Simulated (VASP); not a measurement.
Set up this calculation in VASP 6.6.1, as the native input.

- Task: single point
- Functional: r2SCAN
- Potentials or basis: VASP PAW PBE potentials, release 64 (Sn_d, S)
- Cutoff: 550 eV
- k mesh: 12 × 12 × 4
- Occupations: gaussian, width 0.01 eV
- Spin: non-collinear spin, zero start, spin-orbit coupling
- Starting moments: [[0.0, 0.0, 0.0], [0.0, 0.0, 0.0], [0.0, 0.0, 0.0]] μB
- Dipole correction: no
- Further INCAR settings: ALGO = Normal; EDIFF = 1e-06; NBANDS = 39

Crystal: SnS2.

```xyz
3
Lattice="3.8072 0.0000 0.0000 -1.9036 3.2971 0.0000 0.0000 0.0000 6.2003" Properties=species:S:1:pos:R:3 pbc="T T T"
Sn    0.0000    0.0000    0.0000
S     0.0000    2.1981    1.4198
S     1.9036    1.0990    4.7805
```

This cell differs from its parent crystal: strain +4.0%.

The input as run:

POSCAR

```
SnS2
1.0
    3.8071849988      0.0000000000      0.0000000000
   -1.9035924994      3.2971189259      0.0000000000
    0.0000000000      0.0000000000      6.2002520912
Sn S
1 2
Direct
    0.0000000000      0.0000000000      0.0000000000
    0.3333333333      0.6666666667      0.2289856310
    0.6666666667      0.3333333333      0.7710143690
```

INCAR.step1

```
SYSTEM = SnS2
PREC = Accurate ; ENCUT = 550
ISMEAR = 0 ; SIGMA = 0.01
LREAL = .FALSE. ; LASPH = .TRUE.
NELM = 200 ; MAGMOM = 0 0 0 0 0 0 0 0 0
LSORBIT = .TRUE. ; GGA_COMPAT = .FALSE.
NBANDS = 39 ; GGA = PE
ALGO = Normal ; EDIFF = 1E-5
LWAVE = .TRUE. ; LCHARG = .FALSE.
```

INCAR.step2

```
SYSTEM = SnS2
PREC = Accurate ; ENCUT = 550
EDIFF = 1E-6 ; ISMEAR = 0
SIGMA = 0.01 ; LREAL = .FALSE.
LASPH = .TRUE. ; NELM = 200
ALGO = Normal ; ISIF = 2
LWAVE = .FALSE. ; LCHARG = .TRUE.
MAGMOM = 0 0 0 0 0 0 0 0 0 ; LORBIT = 11
LSORBIT = .TRUE. ; GGA_COMPAT = .FALSE.
LORBMOM = .TRUE. ; METAGGA = R2SCAN
LMIXTAU = .TRUE. ; LVHAR = .TRUE.
NBANDS = 39 ; ISTART = 1
```

KPOINTS

```
Automatic mesh
0
G
  12 12 4
  0 0 0
```

Potentials or basis: VASP PAW PBE potentials, release 64 (Sn_d, S).

Launch:

```sh
$ cat potpaw_PBE.64/Sn_d/POTCAR potpaw_PBE.64/S/POTCAR > POTCAR
$ cp INCAR.step1 INCAR
$ mpirun -np 1 vasp_ncl > vasp.out
$ cp INCAR.step2 INCAR
$ mpirun -np 1 vasp_ncl > vasp.out
```

Results of the run:

```yaml
Pressure: -3.5 GPa
Largest_force: 0.036 eV/Å
Net_moment: 0.00 μB per cell
Valence_electrons_inside_the_program's_atomic_spheres: Sn 12.11; S 3.69
```

Caveat: the cell differs from its parent crystal (strain +4.0%); the cell stands under tension; the PAW data sets were made with another functional, which shifts forces and pressure a little.

It took 63 min on 1 thread of Oxide Virtual Turin-like Processor, on a shared host, peak memory 0.62 GiB.
